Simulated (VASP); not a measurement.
# Hg (I4_1/amd) in VASP: notebook

Hg is run at these levels: PBE; tasks: single point.

Program: VASP 6.6.1. These are calculated values, not measurements. Logs are shortened: lines on timing, memory, paths and dates and some standing lists are left out, and cuts for length are marked.

### 1 The cell of the first run

The structure is tetragonal, space group I4_1/amd (No. 141). The conventional cell has a = 4.468 Å, b = 4.468 Å, c = 2.321 Å, α = 90.00°, β = 90.00°, γ = 90.00°. Within 3.1 Å of Hg (site symmetry -4m2) lie 10 Hg at 2.31 to 2.83 Å.

### 2 Single point, PBE (11.58 Å³/atom)

File INCAR:

```
PREC     = Accurate       # precision mode
ENCUT    = 520            # plane-wave cutoff, eV
EDIFF    = 1E-6           # SCF threshold, eV
ISMEAR   = -1             # smearing method
SIGMA    = 0.1            # smearing width, eV
LREAL    = F              # projectors in reciprocal space
LASPH    = T              # aspherical terms in the spheres
NELM     = 100            # most SCF steps
ALGO     = Normal         # electronic algorithm
ISIF     = 2              # what is computed and relaxed
LWAVE    = F              # write WAVECAR
LCHARG   = F              # write CHGCAR
GGA      = PE             # functional
NBANDS   = 19             # bands
```

File KPOINTS:

```
regular mesh
0
Gamma
  14 14 14
```

File POSCAR:

```
Hg
1.0
   -2.2339560455      2.2339560455      1.1605953146
    2.2339560455     -2.2339560455      1.1605953146
    2.2339560455      2.2339560455     -1.1605953146
Hg
2
Direct
   -0.3750000000     -0.1250000000     -0.2500000000
    0.3750000000      0.1250000000      0.2500000000
```

Potentials or basis: VASP PAW PBE potentials, release 64 (Hg).

Command:

```sh
cat potpaw_PBE.64/Hg/POTCAR > POTCAR
mpirun -np 1 vasp_std > vasp.out
```

OUTCAR:

```text
PREC = Accurate
   ENCUT = 520
   EDIFF = 1E-6
   ISMEAR = -1
   LREAL = F
   LASPH = T
   NELM = 100
   ISIF = 2
   GGA = PE

 ion  position               nearest neighbor table
   1  0.625  0.875  0.750-   2 2.31   2 2.31   2 2.31   2 2.31   2 2.83   2 2.83   2 2.83   2 2.83
                             2 3.66   2 3.66
   2  0.375  0.125  0.250-   1 2.31   1 2.31   1 2.31   1 2.31   1 2.83   1 2.83   1 2.83   1 2.83
                             1 3.66   1 3.66

  LATTYP: Found a body centered tetragonal cell.
 ALAT       =     4.4679120910
 C/A-ratio  =     0.5195246867

  Lattice vectors:

 A1 = (  -2.2339560455,   2.2339560455,   1.1605953146)
 A2 = (   2.2339560455,  -2.2339560455,   1.1605953146)
 A3 = (   2.2339560455,   2.2339560455,  -1.1605953146)

Analysis of symmetry for initial positions (statically):
=====================================================================
 Subroutine PRICEL returns:
 Original cell was already a primitive cell.

 Routine SETGRP: Setting up the symmetry group for a
 body centered tetragonal supercell.

 Subroutine GETGRP returns: Found 16 space group operations
 (whereof  4 operations were pure point group operations)
 out of a pool of 16 trial point group operations.

The static configuration has the point symmetry C_2h.
 The point group associated with its full space group is D_4h.

Analysis of symmetry for dynamics (positions and initial velocities):
=====================================================================
 Subroutine PRICEL returns:
 Original cell was already a primitive cell.

 Routine SETGRP: Setting up the symmetry group for a
 body centered tetragonal supercell.

 Subroutine GETGRP returns: Found 16 space group operations
 (whereof  4 operations were pure point group operations)
 out of a pool of 16 trial point group operations.

The dynamic configuration has the point symmetry C_2h.
 The point group associated with its full space group is D_4h.

 Subroutine INISYM returns: Found 16 space group operations
 (whereof  4 operations are pure point group operations),
 and found     1 'primitive' translations

----------------------------------------------------------------------------------------

                                     Primitive cell

  volume of cell :      23.1681

  direct lattice vectors                    reciprocal lattice vectors
    -2.233956045  2.233956045  1.160595315     0.000000000  0.223818191  0.430813388
     2.233956045 -2.233956045  1.160595315     0.223818191  0.000000000  0.430813388
     2.233956045  2.233956045 -1.160595315     0.223818191  0.223818191  0.000000000

  length of vectors
     3.365724396  3.365724396  3.365724396     0.485484045  0.485484045  0.316526721

  position of ions in fractional coordinates (direct lattice)
     0.625000000  0.875000000  0.750000000
     0.375000000  0.125000000  0.250000000

  ion indices of the primitive-cell ions
   primitive index   ion index
                 1           1
                 2           2

----------------------------------------------------------------------------------------

 KPOINTS: regular mesh

Automatic generation of k-mesh.
 Grid dimensions read from file:
 generate k-points for:   14   14   14

 Generating k-lattice:

  Cartesian coordinates                     Fractional coordinates (reciprocal lattice)
     0.000000000  0.015987014  0.030772385     0.071428571  0.000000000 -0.000000000
     0.015987014  0.000000000  0.030772385     0.000000000  0.071428571 -0.000000000
     0.015987014  0.015987014  0.000000000     0.000000000  0.000000000  0.071428571

  Length of vectors
     0.034677432  0.034677432  0.022609051

  Shift w.r.t. Gamma in fractional coordinates (k-lattice)
     0.000000000  0.000000000  0.000000000

 Subroutine IBZKPT returns following result:
 ===========================================

 Found    244 irreducible k-points:

 Following reciprocal coordinates:
            Coordinates               Weight
  0.000000  0.000000  0.000000      1.000000
  0.071429  0.000000  0.000000      8.000000
  0.142857 -0.000000  0.000000      8.000000
  0.214286  0.000000  0.000000      8.000000
  0.285714 -0.000000  0.000000      8.000000
  0.357143  0.000000  0.000000      8.000000
[... 16 lines left out ...]
  0.214286  0.142857  0.000000     16.000000
  0.285714  0.142857  0.000000     16.000000
 [... further k-points ...]
   k-points           NKPTS =    244   k-points in BZ     NKDIM =    244   number of bands    NBANDS=     19
   number of dos      NEDOS =    301   number of ions     NIONS =      2
   total plane-waves  NPLWV =  21952
   dimension x,y,z NGX =    28 NGY =   28 NGZ =   28
   dimension x,y,z NGXF=    56 NGYF=   56 NGZF=   56
   ions per type =               2
   NGX,Y,Z   is equivalent  to a cutoff of  13.83, 13.83, 13.83 a.u.
   NGXF,Y,Z  is equivalent  to a cutoff of  27.66, 27.66, 27.66 a.u.
 SYSTEM =  unknown system
   PREC   = accura    normal or accurate (medium, high low for compatibility)
   ISTART =      0    job   : 0-new  1-cont  2-samecut
   ICHARG =      2    charge: 1-file 2-atom 10-const
   ISPIN  =      1    spin polarized calculation?
   LNONCOLLINEAR =      F non collinear calculations
   LSORBIT =      F    spin-orbit coupling
   LASPH  =      T    aspherical Exc in radial PAW
   ENCUT  =  520.0 eV  38.22 Ry    6.18 a.u.   6.26  6.26  6.26*2*pi/ulx,y,z
   NELM   =    100;   NELMIN=  2; NELMDL= -5     # of ELM steps
   EDIFF  = 0.1E-05   stopping-criterion for ELM
   LREAL  =      F    real-space projection
   EDIFFG = 0.1E-04   stopping-criterion for IOM
   NSW    =      0    number of steps for IOM
   IBRION =     -1    ionic relax: 0-MD 1-quasi-New 2-CG
   NFREE  =      0    steps in history (QN), initial steepest desc. (CG)
   ISIF   =      2    stress and relaxation
   ISYM   =      2    0-nonsym 1-usesym 2-fastsym
   POTIM  = 0.5000    time-step for ionic-motion
   TEBEG  =    0.0;   TEEND  =   0.0 temperature during run
   PSTRESS=    0.0 pullay stress
   NELECT =      24.0000    total number of electrons
   NUPDOWN=      -1.0000    fix difference up-down
   EMIN   =  10.00;   EMAX   =-10.00  energy-range for DOS
   EFERMI =   0.00;   METHOD = LEGACY
   ISMEAR =    -1;   SIGMA  =   0.10  broadening in eV -4-tet -1-fermi 0-gaus
   EFERMI_NEDOS =   21; number of points for ismear=-14 and -15
   IALGO  =     38    algorithm
   IMIX   =      4    mixing-type and parameters
     AMIX     =   0.40;   BMIX     =  1.00
     AMIX_MAG =   1.60;   BMIX_MAG =  1.00
  volume/ion in A,a.u.               =      11.58        78.17
  Fermi-wavevector in a.u.,A,eV,Ry     =   1.656464  3.130262 37.332640  2.743872
  Thomas-Fermi vector in A             =   2.744384
   LORBIT       =      0    0 simple, 1 ext, 2 COOP (PROOUT), +10 PAW based schemes
   GGA     = PE    functional components
   LHFCALC =     F    Hartree Fock is set to
   AEXX    =    0.0000 exact exchange contribution
   IVDW    =     0    specifies the selected vdW correction
   LEPSILON=     F    determine dielectric tensor
   LRPA    =     F    only Hartree local field effects (RPA)
 non-spin polarized calculation
  energy-cutoff  :      520.00
  volume of cell :       23.17
 maximum number of plane-waves:       641
 NGX is ok and might be reduce to    28
   NGX = 13   NGY = 13   NGZ = 13

 number of electron      24.0000000 magnetization

 Free energy of the ion-electron system (eV)
  ---------------------------------------------------
  ext. energy  EPLUGINS =         0.00000000
  ---------------------------------------------------
  free energy    TOTEN  =        14.07694081 eV

  energy without entropy =       14.09670727  energy(sigma->0) =       14.08682404

 E-fermi :  13.3900     XC(G=0): -15.0985

 val. band max:       13.3856465673   @ k =  -0.0714   0.2857   0.0714
 cond. band min:      13.3966263734   @ k =  -0.1429   0.1429   0.0714
 fundamental gap:      0.0109798062
 Fermi energy:        13.3899616624

 k-point     1 :       0.0000    0.0000    0.0000
  band No.  band energies     occupation
      1      -5.7256      2.00000
      2      -3.6290      2.00000
      3      -2.9752      2.00000
      4      -2.5992      2.00000
      5      -1.9800      2.00000
      6       3.2514      2.00000
[... 11 lines left out ...]
     18      34.0481      0.00000
     19      34.7872      0.00000

 k-point     2 :       0.0714    0.0000    0.0000
  band No.  band energies     occupation
      1      -5.4582      2.00000
      2      -3.5056      2.00000
      3      -2.9405      2.00000
      4      -2.2530      2.00000
      5      -1.7831      2.00000
      6       2.4746      2.00000
[... 11 lines left out ...]
     18      31.8752      0.00000
     19      32.5205      0.00000

 k-point     3 :       0.1429   -0.0000    0.0000
  band No.  band energies     occupation
      1      -4.7202      2.00000
      2      -3.1547      2.00000
      3      -2.7456      2.00000
      4      -1.4093      2.00000
      5      -1.1926      2.00000
      6       1.3559      2.00000
[... 11 lines left out ...]
     18      28.5633      0.00000
     19      30.2949      0.00000

 k-point     4 :       0.2143    0.0000    0.0000
  band No.  band energies     occupation
      1      -3.7361      2.00000
      2      -2.6570      2.00000
      3      -2.4643      2.00000
      4      -0.6539      2.00000
      5      -0.0851      2.00000
      6       0.2609      2.00000
[... 11 lines left out ...]
     18      28.3497      0.00000
     19      28.9792      0.00000

 k-point     5 :       0.2857   -0.0000    0.0000
  band No.  band energies     occupation
      1      -2.9445      2.00000
      2      -2.3050      2.00000
      3      -2.2912      2.00000
      4      -0.3921      2.00000
      5      -0.2704      2.00000
      6       0.5493      2.00000
[... 11 lines left out ...]
     18      26.9135      0.00000
     19      27.1145      0.00000

 k-point     6 :       0.3571    0.0000    0.0000
  band No.  band energies     occupation
      1      -2.8657      2.00000
      2      -2.4844      2.00000
      3      -1.9689      2.00000
      4      -0.7778      2.00000
      5      -0.1606      2.00000
      6       1.4554      2.00000
[... 11 lines left out ...]
     18      26.6826      0.00000
     19      28.9444      0.00000

 k-point     7 :       0.4286    0.0000    0.0000
  band No.  band energies     occupation
      1      -2.9945      2.00000
      2      -2.8359      2.00000
      3      -1.7218      2.00000
      4      -1.3083      2.00000
      5       0.4488      2.00000
      6       1.0906      2.00000
[... 11 lines left out ...]
     18      27.5579      0.00000
     19      29.6404      0.00000

 k-point     8 :       0.5000    0.0000    0.0000
  band No.  band energies     occupation
      1      -3.0295      2.00000
      2      -2.9761      2.00000
      3      -1.8274      2.00000
      4      -1.3313      2.00000
      5       0.7935      2.00000
      6       0.9277      2.00000
[... 256 lines left out ...]
 k-point    20 :      -0.1429    0.0714    0.0000
  band No.  band energies     occupation
      1      -5.2516      2.00000
      2      -3.3483      2.00000
      3      -2.8246      2.00000
      4      -2.2934      2.00000
      5      -1.8221      2.00000
      6       2.5392      2.00000
[... 11 lines left out ...]
     18      30.9839      0.00000
     19      32.0981      0.00000

 k-point    21 :      -0.0714    0.0714    0.0000
  band No.  band energies     occupation
      1      -5.6202      2.00000
      2      -3.5475      2.00000
      3      -2.9145      2.00000
      4      -2.6182      2.00000
      5      -1.9949      2.00000
      6       3.2325      2.00000
[... 11 lines left out ...]
     18      33.6468      0.00000
     19      33.6550      0.00000

 k-point    22 :       0.1429    0.1429    0.0000
  band No.  band energies     occupation
      1      -3.0691      2.00000
      2      -2.5742      2.00000
      3      -2.0913      2.00000
      4      -0.7532      2.00000
      5      -0.4563      2.00000
      6       1.2012      2.00000
[... 11 lines left out ...]
     18      26.6913      0.00000
     19      27.7573      0.00000

 k-point    23 :       0.2143    0.1429    0.0000
  band No.  band energies     occupation
      1      -2.8552      2.00000
      2      -2.7448      2.00000
      3      -1.5504      2.00000
      4      -0.7951      2.00000
      5      -0.3002      2.00000
      6       0.6504      2.00000
[... 11 lines left out ...]
     18      25.7286      0.00000
     19      27.3231      0.00000

 k-point    24 :       0.2857    0.1429    0.0000
  band No.  band energies     occupation
      1      -3.0925      2.00000
      2      -2.9632      2.00000
      3      -1.2222      2.00000
      4      -0.7800      2.00000
      5       0.1322      2.00000
      6       0.4259      2.00000
[... 11 lines left out ...]
     18      26.2610      0.00000
     19      29.0181      0.00000

 [... further k-points ...]

------------------------ aborting loop because EDIFF is reached ----------------------------------------

  FORCE on cell =-STRESS in cart. coord.  units (eV):
  Direction    XX          YY          ZZ          XY          YZ          ZX
  --------------------------------------------------------------------------------------
  -------------------------------------------------------------------------------------
  Total       54.0393491     54.0393491     54.1928037     -0.0000000     -0.0000000     -0.0000000
  in kB     3737.0648990   3737.0648990   3747.6769720     -0.0000000     -0.0000000     -0.0000000
  external PRESSURE =    3740.6022567 kB  Pullay stress =       0.0000000 kB

 VOLUME and BASIS-vectors are now :
 -----------------------------------------------------------------------------
  energy-cutoff  :      520.00
  volume of cell :       23.17
      direct lattice vectors                 reciprocal lattice vectors
    -2.233956045  2.233956045  1.160595315     0.000000000  0.223818191  0.430813388
     2.233956045 -2.233956045  1.160595315     0.223818191  0.000000000  0.430813388
     2.233956045  2.233956045 -1.160595315     0.223818191  0.223818191  0.000000000

 POSITION                                       TOTAL-FORCE (eV/Angst)
 -----------------------------------------------------------------------------------
      2.23396      1.11698      0.87045         0.000000     -0.000000     -0.000000
     -0.00000      1.11698      0.29015        -0.000000      0.000000      0.000000
 -----------------------------------------------------------------------------------
    total drift:                                0.000000      0.000000     -0.000000

  FREE ENERGIE OF THE ION-ELECTRON SYSTEM (eV)
  ---------------------------------------------------
  free  energy   TOTEN  =        14.0769408057 eV

  energy  without entropy=       14.0967072665  energy(sigma->0) =       14.08682404
```

Wall time 44 s (1 thread of Intel Xeon 6975P-C (Granite Rapids), shared host); peak memory 0.22 GiB.

Results:

```yaml
Free_energy: 14.0769 eV
Pressure: 374.1 GPa
Band_gap_on_the_k_mesh: zero (bands 12 and 13 overlap by 6.82 eV)
```

Levels at points of the mesh, in eV from the Fermi level:
```
           k point  band 8  band 9  band 10  band 11  band 12  band 13  band 14  band 15  band 16  band 17
(0.00, 0.00, 0.00)  -10.08  -10.08    -8.23    -6.50    -0.92    -0.92     7.97    10.91    13.11    13.11
(0.50, 0.00, 0.00)   -9.90   -8.93    -8.50    -4.35    -0.32     1.79     3.01     7.71    10.29    11.08
(0.50, 0.50, 0.00)  -11.13   -9.25    -9.25    -8.91    -8.91     7.76     7.76     9.49     9.49    15.27
(0.50, 0.50, 0.50)   -9.86   -9.79    -9.79    -8.39    -8.39    -1.23    -1.23    16.17    16.17    17.07
```

Caveat: the cell stands under pressure; spin-orbit coupling is left out, which moves the levels of the heavy elements.

### 3 Single point, PBE

This run uses another cell than the first one, of 13.03 Å³/atom.

File INCAR:

```
SYSTEM = Hg
PREC     = Accurate       ! precision mode
ENCUT    = 520            ! plane-wave cutoff, eV
EDIFF    = 1E-6           ! SCF threshold, eV
ISMEAR   = -1             ! smearing method
SIGMA    = 0.1            ! smearing width, eV
LREAL    = .False.        ! projectors in reciprocal space
LASPH    = .True.         ! aspherical terms in the spheres
NELM     = 80             ! most SCF steps
ALGO     = Normal         ! electronic algorithm
ISIF     = 2              ! what is computed and relaxed
LWAVE    = .False.        ! write WAVECAR
LCHARG   = .True.         ! write CHGCAR
GGA      = PE             ! functional
LELF     = .True.         ! ELF
LVHAR    = .True.       
NBANDS   = 19             ! bands
```

File KPOINTS:

```
regular mesh
0
Gamma
  14 14 14
  0 0 0
```

File POSCAR:

```
Hg
1.0
   -2.3242176072      2.3242176072      1.2062268998
    2.3242176072     -2.3242176072      1.2062268998
    2.3242176072      2.3242176072     -1.2062268998
Hg
2
Direct
   -0.3750000000     -0.1250000000     -0.2500000000
    0.3750000000      0.1250000000      0.2500000000
```

Potentials or basis: VASP PAW PBE potentials, release 64 (Hg).

Command:

```sh
cat potpaw_PBE.64/Hg/POTCAR > POTCAR
mpirun -np 1 vasp_std > vasp.out
```

It took 46 s on 1 thread of Intel Xeon 6975P-C (Granite Rapids), shared host; peak memory 0.23 GiB.

It converged, with:

```
Free energy            : 8.7334 eV
Pressure               : 229.9 GPa
Band gap on the k mesh : zero (bands 12 and 13 overlap by 6.36 eV)
```

Stress tensor (GPa, compression positive):
```
229.68   0.00   0.00
  0.00 229.68   0.00
  0.00   0.00 230.30
```

Levels at points of the mesh, in eV from the Fermi level:
```
           k point  band 8  band 9  band 10  band 11  band 12  band 13  band 14  band 15  band 16  band 17
(0.00, 0.00, 0.00)   -9.04   -9.04    -7.59    -6.16    -0.27    -0.27     6.59    10.41    13.17    13.17
(0.50, 0.00, 0.00)   -8.82   -8.11    -7.63    -3.89    -0.52     1.94     3.32     6.83    10.04    10.53
(0.50, 0.50, 0.00)   -9.91   -8.37    -8.37    -8.05    -8.05     7.58     7.58     9.08     9.08    14.93
(0.50, 0.50, 0.50)   -8.89   -8.82    -8.82    -6.95    -6.95    -1.47    -1.47    15.67    15.67    17.26
```

Caveat: the cell stands under pressure; spin-orbit coupling is left out, which moves the levels of the heavy elements.

### 4 Single point, PBE (13.03 Å³/atom)

This run uses another cell than the first one, of 13.03 Å³/atom.

File INCAR:

```
  PREC = Accurate
  ENCUT = 520
  EDIFF = 1E-6
  ISMEAR = -1
  SIGMA = 0.1
  LREAL = False
  LASPH = True
  NELM = 60
  ALGO = Normal
  ISIF = 2
  LWAVE = False
  LCHARG = True
  GGA = PE
  LELF = True
  LVHAR = True
  NBANDS = 19
```

File KPOINTS:

```
Automatic mesh
0
Gamma
  14 14 14
```

POSCAR is that of step 3.

Command:

```sh
cat potpaw_PBE.64/Hg/POTCAR > POTCAR
mpirun -np 1 vasp_std > vasp.out
```

Run time: 45 s. Hardware: 1 thread of Intel Xeon 6975P-C (Granite Rapids), shared host; peak memory 0.23 GiB.

Results (log left out):

| Property | Result |
| --- | --- |
| Free energy | 8.7334 eV |
| Pressure | 229.9 GPa |
| Band gap on the k mesh | zero (bands 12 and 13 overlap by 6.36 eV) |

Stress tensor (GPa, compression positive):
```
229.68   0.00   0.00
  0.00 229.68   0.00
  0.00   0.00 230.30
```

Levels at points of the mesh, in eV from the Fermi level:
```tsv
k point	band 8	band 9	band 10	band 11	band 12	band 13	band 14	band 15	band 16	band 17
(0.00, 0.00, 0.00)	-9.04	-9.04	-7.59	-6.16	-0.27	-0.27	6.59	10.41	13.17	13.17
(0.50, 0.00, 0.00)	-8.82	-8.11	-7.63	-3.89	-0.52	1.94	3.32	6.83	10.04	10.53
(0.50, 0.50, 0.00)	-9.91	-8.37	-8.37	-8.05	-8.05	7.58	7.58	9.08	9.08	14.93
(0.50, 0.50, 0.50)	-8.89	-8.82	-8.82	-6.95	-6.95	-1.47	-1.47	15.67	15.67	17.26
```

Caveat: the cell stands under pressure; spin-orbit coupling is left out, which moves the levels of the heavy elements.

[end of part 1 of 2]
